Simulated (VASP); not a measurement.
# In (C2/m) in VASP: notebook

Runs on In. Level: r2SCAN. Tasks: single point.

All numbers are computed with VASP 6.6.1; they aren't measurements. Logs are shortened: lines on timing, memory, paths and dates and some standing lists are left out, and cuts for length are marked.

### Step 1. The cell of the first run

It takes space group C2/m (No. 12, monoclinic). Conventional cell: a = 4.492 Å, b = 4.639 Å, c = 3.339 Å, α = 90.00°, β = 130.88°, γ = 90.00°. In (site symmetry 2/m) has 12 In at 3.23 to 3.43 Å within 4.2 Å.

### Step 2. Single point, r2SCAN

Contents of POSCAR:

```
In
1.0
   -1.6190647413      1.6612413047      2.5247668713
    1.6612413047     -1.6190647413      2.5247668713
    1.5669312687      1.5669312687     -2.4970526220
In
1
Direct
    0.0000000000      0.0000000000      0.0000000000
```

Contents of INCAR.step1:

```
SYSTEM = In
  ALGO = Normal
  EDIFF = 1E-4
  ENCUT = 520
  GGA = PE
  ISMEAR = -1
  LASPH = .TRUE.
  LCHARG = .FALSE.
  LREAL = .FALSE.
  LWAVE = .TRUE.
  NBANDS = 12
  NELM = 100
  PREC = Accurate
  SIGMA = 0.1
```

Contents of INCAR.step2:

```
SYSTEM = In
  ALGO = Normal
  EDIFF = 1E-6
  ENCUT = 520
  ISIF = 2
  ISMEAR = -1
  ISTART = 1
  LASPH = .TRUE.
  LCHARG = .FALSE.
  LMIXTAU = .TRUE.
  LREAL = .FALSE.
  LWAVE = .FALSE.
  METAGGA = R2SCAN
  NBANDS = 12
  NELM = 100
  PREC = Accurate
  SIGMA = 0.1
```

Contents of KPOINTS:

```
k-points
0
G
  6 6 7
  0 0 0
```

Potentials or basis: VASP PAW PBE potentials, release 64 (In_d).

The run is started by

```
$ cat potpaw_PBE.64/In_d/POTCAR > POTCAR
$ cp INCAR.step1 INCAR
$ mpirun -np 1 vasp_std > vasp.out
$ cp INCAR.step2 INCAR
$ mpirun -np 1 vasp_std > vasp.out
```

OUTCAR:

```text
SYSTEM = In
   EDIFF = 1E-6
   ENCUT = 520
   ISIF = 2
   ISMEAR = -1
   ISTART = 1
   LASPH = .TRUE.
   LREAL = .FALSE.
   METAGGA = R2SCAN
   NELM = 100
   PREC = Accurate

 ion  position               nearest neighbor table
   1  0.000  0.000  0.000-

  Warning from LATTYP: Got some problem with cell dimensions!
  Tried to take original basis but could not verify dimensions!
  LATTYP: Found a base centered monoclinic cell.
 ALAT       =     4.4919395653
 B/A-ratio  =     1.0327506040
 C/A-ratio  =     0.7432280441
 COS(beta)  =    -0.6544768711

  Lattice vectors:

 A1 = (   0.0521334726,  -3.2281725734,  -0.0277142493)
 A2 = (  -3.2281725734,   0.0521334726,  -0.0277142493)
 A3 = (   1.5669312687,   1.5669312687,  -2.4970526220)

Analysis of symmetry for initial positions (statically):
=====================================================================
 Subroutine PRICEL returns:
 Original cell was already a primitive cell.

 Routine SETGRP: Setting up the symmetry group for a
 base centered monoclinic supercell.

 Subroutine GETGRP returns: Found  4 space group operations
 (whereof  4 operations were pure point group operations)
 out of a pool of  4 trial point group operations.

The static configuration has the point symmetry C_2h.

Analysis of symmetry for dynamics (positions and initial velocities):
=====================================================================
 Subroutine PRICEL returns:
 Original cell was already a primitive cell.

 Routine SETGRP: Setting up the symmetry group for a
 base centered monoclinic supercell.

 Subroutine GETGRP returns: Found  4 space group operations
 (whereof  4 operations were pure point group operations)
 out of a pool of  4 trial point group operations.

The dynamic configuration has the point symmetry C_2h.

 Subroutine INISYM returns: Found  4 space group operations
 (whereof  4 operations are pure point group operations),
 and found     1 'primitive' translations

----------------------------------------------------------------------------------------

                                     Primitive cell

  volume of cell :      26.3001

  direct lattice vectors                    reciprocal lattice vectors
    -1.619064741  1.661241305  2.524766871     0.003298601  0.308148206  0.195436706
     1.661241305 -1.619064741  2.524766871     0.308148206  0.003298601  0.195436706
     1.566931269  1.566931269 -2.497052622     0.314903488  0.314903488 -0.005260504

  length of vectors
[... 83 lines left out ...]
   NSW    =      0    number of steps for IOM
   IBRION =     -1    ionic relax: 0-MD 1-quasi-New 2-CG
   NFREE  =      0    steps in history (QN), initial steepest desc. (CG)
   ISIF   =      2    stress and relaxation
   ISYM   =      2    0-nonsym 1-usesym 2-fastsym
   POTIM  = 0.5000    time-step for ionic-motion
   TEBEG  =    0.0;   TEEND  =   0.0 temperature during run
   PSTRESS=    0.0 pullay stress
   NELECT =      13.0000    total number of electrons
   NUPDOWN=      -1.0000    fix difference up-down
   EMIN   =  10.00;   EMAX   =-10.00  energy-range for DOS
   EFERMI =   0.00;   METHOD = LEGACY
   ISMEAR =    -1;   SIGMA  =   0.10  broadening in eV -4-tet -1-fermi 0-gaus
   EFERMI_NEDOS =   21; number of points for ismear=-14 and -15
   IALGO  =     38    algorithm
   IMIX   =      4    mixing-type and parameters
     AMIX     =   0.40;   BMIX     =  1.00
     AMIX_MAG =   1.60;   BMIX_MAG =  1.00
  volume/ion in A,a.u.               =      26.30       177.48
  Fermi-wavevector in a.u.,A,eV,Ry     =   1.294404  2.446069 22.796317  1.675482
  Thomas-Fermi vector in A             =   2.425989
   LORBIT       =      0    0 simple, 1 ext, 2 COOP (PROOUT), +10 PAW based schemes
   METAGGA = R2SCAN    functional components
   LHFCALC =     F    Hartree Fock is set to
   AEXX    =    0.0000 exact exchange contribution
   IVDW    =     0    specifies the selected vdW correction
   LEPSILON=     F    determine dielectric tensor
   LRPA    =     F    only Hartree local field effects (RPA)
 non-spin polarized calculation
  energy-cutoff  :      520.00
  volume of cell :       26.30
 maximum number of plane-waves:       722
 NGX is ok and might be reduce to    28
   NGX = 13   NGY = 13   NGZ = 13

 number of electron      13.0000002 magnetization

 Free energy of the ion-electron system (eV)
  ---------------------------------------------------
  ext. energy  EPLUGINS =         0.00000000
  ---------------------------------------------------
  free energy    TOTEN  =       -22.59617607 eV

  energy without entropy =      -22.58291620  energy(sigma->0) =      -22.58954614

 E-fermi :   7.5176     XC(G=0): -11.0471

 val. band max:        7.4880790008   @ k =  -0.1667   0.1667   0.4286
 cond. band min:       7.5212374277   @ k =   0.3333   0.3333   0.2857
 fundamental gap:      0.0331584268
 Fermi energy:         7.5175757214

 k-point     1 :       0.0000    0.0000    0.0000
  band No.  band energies     occupation
      1      -7.9109      2.00000
      2      -7.7725      2.00000
      3      -7.7265      2.00000
      4      -7.7041      2.00000
      5      -7.5559      2.00000
      6      -2.5746      2.00000
      7      18.2740      0.00000
      8      18.5033      0.00000
      9      19.0086      0.00000
     10      19.7597      0.00000
     11      21.6698      0.00000
     12      22.1080      0.00000
[... 331 lines left out ...]
 k-point    24 :      -0.1667    0.1667    0.1429
  band No.  band energies     occupation
      1      -7.8287      2.00000
      2      -7.8129      2.00000
      3      -7.6656      2.00000
      4      -7.6304      2.00000
      5      -7.5807      2.00000
      6      -0.9753      2.00000
      7      11.7964      0.00000
      8      12.7344      0.00000
      9      19.0213      0.00000
     10      21.0006      0.00000
     11      21.4182      0.00000
     12      23.0986      0.00000

 [... further k-points ...]
[... 5 lines left out ...]
  --------------------------------------------------------------------------------------
  -------------------------------------------------------------------------------------
  Total       -0.1946409     -0.1946409      0.3704899      0.1097324     -0.1242680     -0.1242680
  in kB      -11.8573192    -11.8573192     22.5698551      6.6847819     -7.5702770     -7.5702750
  external PRESSURE =      -0.3815944 kB  Pullay stress =       0.0000000 kB

 VOLUME and BASIS-vectors are now :
 -----------------------------------------------------------------------------
  energy-cutoff  :      520.00
  volume of cell :       26.30
      direct lattice vectors                 reciprocal lattice vectors
    -1.619064741  1.661241305  2.524766871     0.003298601  0.308148206  0.195436706
     1.661241305 -1.619064741  2.524766871     0.308148206  0.003298601  0.195436706
     1.566931269  1.566931269 -2.497052622     0.314903488  0.314903488 -0.005260504

 POSITION                                       TOTAL-FORCE (eV/Angst)
 -----------------------------------------------------------------------------------
      0.00000      0.00000      0.00000         0.000000      0.000000      0.000000
 -----------------------------------------------------------------------------------
    total drift:                               -0.000000     -0.000000     -0.000000

  FREE ENERGIE OF THE ION-ELECTRON SYSTEM (eV)
  ---------------------------------------------------
  free  energy   TOTEN  =       -22.5961760705 eV

  energy  without entropy=      -22.5829162033  energy(sigma->0) =      -22.58954614
```

OSZICAR.step1:

```text
N       E                     dE             d eps       ncg     rms          rms(c)
DAV:   1     0.781330959055E+02    0.78133E+02   -0.63075E+03  1840   0.137E+03
DAV:   2     0.113195373668E+01   -0.77001E+02   -0.75153E+02  1900   0.293E+02
DAV:   3    -0.251344105721E+01   -0.36454E+01   -0.36365E+01  2200   0.640E+01
DAV:   4    -0.259850249439E+01   -0.85061E-01   -0.85041E-01  2304   0.951E+00
DAV:   5    -0.260232596478E+01   -0.38235E-02   -0.38233E-02  2580   0.175E+00    0.228E+00
DAV:   6    -0.257958065042E+01    0.22745E-01   -0.36141E-02  2332   0.390E+00    0.114E+00
DAV:   7    -0.257520033129E+01    0.43803E-02   -0.11394E-02  2368   0.202E+00    0.256E-01
DAV:   8    -0.257493918929E+01    0.26114E-03   -0.90234E-04  2536   0.499E-01    0.326E-02
DAV:   9    -0.257494598249E+01   -0.67932E-05   -0.96012E-06  1208   0.481E-02
   1 F= -.25749460E+01 E0= -.25675425E+01  d E =-.148069E-01
```

It took 52 s on 1 thread of Intel Xeon 6975P-C (Granite Rapids), shared host; peak memory 0.17 GiB.

Results:

```yaml
Free_energy: -22.5962 eV
Pressure: 0.0 GPa
```

Caveat: the k points lie up to 0.40 Å⁻¹ apart; the PAW data sets were made with another functional, which shifts forces and pressure a little; spin-orbit coupling is left out, which moves the levels of the heavy elements.

### Step 3. Single point, r2SCAN

Contents of POSCAR:

```
In
1.0
   -1.6190647316      1.6612412912      2.5247668850
    1.6612412912     -1.6190647316      2.5247668850
    1.5669312728      1.5669312728     -2.4970526381
In
1
Direct
    0.0000000000      0.0000000000      0.0000000000
```

Contents of INCAR.step1:

```
PREC     = Accurate       # precision mode
ENCUT    = 520            # plane-wave cutoff, eV
ISMEAR   = -1             # smearing method
SIGMA    = 0.1            # smearing width, eV
LREAL    = F              # projectors in reciprocal space
LASPH    = T              # aspherical terms in the spheres
NELM     = 80             # most SCF steps
NBANDS   = 12             # bands
ISYM     = 0            
GGA      = PE             # functional
ALGO     = Normal         # electronic algorithm
EDIFF    = 1E-4           # SCF threshold, eV
LWAVE    = T              # write WAVECAR
LCHARG   = F              # write CHGCAR
```

Contents of INCAR.step2:

```
PREC     = Accurate       # precision mode
ENCUT    = 520            # plane-wave cutoff, eV
EDIFF    = 1E-7           # SCF threshold, eV
ISMEAR   = -1             # smearing method
SIGMA    = 0.1            # smearing width, eV
LREAL    = F              # projectors in reciprocal space
LASPH    = T              # aspherical terms in the spheres
NELM     = 80             # most SCF steps
ALGO     = Normal         # electronic algorithm
ISIF     = 2              # what is computed and relaxed
LWAVE    = F              # write WAVECAR
LCHARG   = T              # write CHGCAR
METAGGA  = R2SCAN         # meta-GGA
LMIXTAU  = T            
LELF     = T              # ELF
LVHAR    = T            
NBANDS   = 12             # bands
ISYM     = 0            
ISTART   = 1
```

Contents of KPOINTS:

```
regular mesh
0
Gamma
  12 12 14
```

Potentials or basis: VASP PAW PBE potentials, release 64 (In_d).

The run is started by

```
$ cat potpaw_PBE.64/In_d/POTCAR > POTCAR
$ cp INCAR.step1 INCAR
$ mpirun -np 1 vasp_std > vasp.out
$ cp INCAR.step2 INCAR
$ mpirun -np 1 vasp_std > vasp.out
```

Wall time 9.5 min (1 thread of Intel Xeon 6975P-C (Granite Rapids), shared host); peak memory 0.42 GiB.

It converged, with:

```yaml
Free_energy: -22.5812 eV
Pressure: 0.0 GPa
```

Levels at points of the mesh, in eV from the Fermi level:
```csv
k point,band 4,band 5,band 6,band 7,band 8,band 9
"(0.00, 0.00, 0.00)",-15.13,-14.97,-9.99,10.85,11.08,11.59
"(0.50, 0.00, 0.00)",-14.92,-14.86,-4.58,-3.58,7.78,9.93
"(0.00, 0.50, 0.00)",-14.92,-14.86,-4.58,-3.58,7.78,9.93
"(0.50, 0.50, 0.00)",-14.91,-14.77,-2.24,-1.69,3.55,4.63
"(0.00, 0.00, 0.50)",-14.88,-14.77,-1.86,-1.08,3.26,3.90
"(0.50, 0.00, 0.50)",-14.91,-14.85,-4.30,-3.50,7.29,9.83
"(0.00, 0.50, 0.50)",-14.91,-14.85,-4.30,-3.50,7.29,9.83
"(0.50, 0.50, 0.50)",-14.87,-14.85,-3.29,-3.02,5.18,5.37
```

Caveat: the PAW data sets were made with another functional, which shifts forces and pressure a little; spin-orbit coupling is left out, which moves the levels of the heavy elements.
